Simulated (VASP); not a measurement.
A run of VASP 6.6.1:

File INCAR:

```
PREC = Accurate ; ENCUT = 520
EDIFF = 1E-6 ; ISMEAR = -1
SIGMA = 0.03 ; LREAL = False
LASPH = True ; NELM = 100
ALGO = Normal ; ISIF = 2
LWAVE = False ; LCHARG = True
GGA = PE ; LELF = True
LVHAR = True ; NBANDS = 16
```

File KPOINTS:

```
regular mesh
0
Gamma
  4 4 4
```

File POSCAR:

```
CdS
1.0
    0.0000000000      2.9165000000      2.9165000000
    2.9165000000      0.0000000000      2.9165000000
    2.9165000000      2.9165000000      0.0000000000
Cd S
1 1
Direct
    0.0000000000      0.0000000000      0.0000000000
    0.7500000000      0.7500000000      0.7500000000
```

Potentials or basis: VASP PAW PBE potentials, release 64 (Cd, S).

Command:

```sh
$ cat potpaw_PBE.64/Cd/POTCAR potpaw_PBE.64/S/POTCAR > POTCAR
$ mpirun -np 1 vasp_std > vasp.out
```

Hardware: 1 thread of Intel(R) Xeon(R) Platinum 8488C (Sapphire Rapids), on a shared host.

**Question.** How long does it take, and how much memory?

**Answer.** It took 5.6 s on 1 thread of Intel(R) Xeon(R) Platinum 8488C (Sapphire Rapids), on a shared host, peak memory 0.17 GiB. Counts: scf iterations 14, k points 8.
